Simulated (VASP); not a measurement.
Set up this calculation in VASP 6.6.1, as the native input.

```yaml
Task: single point
Functional: PBE
Potentials_or_basis: VASP PAW PBE potentials, release 64 (Hf_pv, Si, O)
Cutoff: 520 eV
k_mesh: 6 × 6 × 6
Occupations: gaussian, width 0.011 eV
Spin: no spin polarisation
Dipole_correction: no
Further_INCAR_settings: ALGO = Normal; EDIFF = 1e-06; NBANDS = 50
```

The structure of HfSiO4 lies in POSCAR:

```
HfSiO4
1.0
   -3.2862500000      3.2862500000      2.9816000000
    3.2862500000     -3.2862500000      2.9816000000
    3.2862500000      3.2862500000     -2.9816000000
Hf Si O
2 2 8
Direct
    0.0000000000      0.0000000000      0.0000000000
    0.7500000000      0.2500000000      0.5000000000
    0.5000000000      0.5000000000      0.0000000000
    0.2500000000      0.7500000000      0.5000000000
    0.6802000000      0.4957000000      0.8155000000
    0.2457000000      0.9302000000      0.3155000000
    0.6802000000      0.8647000000      0.1845000000
    0.6147000000      0.9302000000      0.6845000000
    0.0698000000      0.3853000000      0.3155000000
    0.5043000000      0.3198000000      0.1845000000
    0.0698000000      0.7543000000      0.6845000000
    0.1353000000      0.3198000000      0.8155000000
```

The input as run:

INCAR

```
SYSTEM = HfSiO4
PREC = Accurate ; ENCUT = 520
EDIFF = 1E-6 ; ISMEAR = 0
SIGMA = 0.011 ; LREAL = .FALSE.
LASPH = .TRUE. ; NELM = 80
ALGO = Normal ; ISIF = 2
LWAVE = .FALSE. ; LCHARG = .TRUE.
GGA = PE ; LELF = .TRUE.
LVHAR = .TRUE. ; NBANDS = 50
```

KPOINTS

```
Automatic mesh
0
G
  6 6 6
  0 0 0
```

Potentials or basis: VASP PAW PBE potentials, release 64 (Hf_pv, Si, O).

Command:

```bash
$ cat potpaw_PBE.64/Hf_pv/POTCAR potpaw_PBE.64/Si/POTCAR potpaw_PBE.64/O/POTCAR > POTCAR
$ mpirun -np 1 vasp_std > vasp.out
```

It gave:

* Pressure: 5.8 GPa
* Largest force: 0.530 eV/Å
* Band gap on the k mesh: 5.41 eV (least direct gap 5.76 eV)

Caveat: the cell stands under pressure; spin-orbit coupling is left out, which moves the levels of the heavy elements.

Run time: 3.5 min on 1 thread of Intel(R) Xeon(R) Platinum 8259CL CPU @ 2.50GHz (Skylake/Cascade Lake) (shared host), peak memory 0.34 GiB.
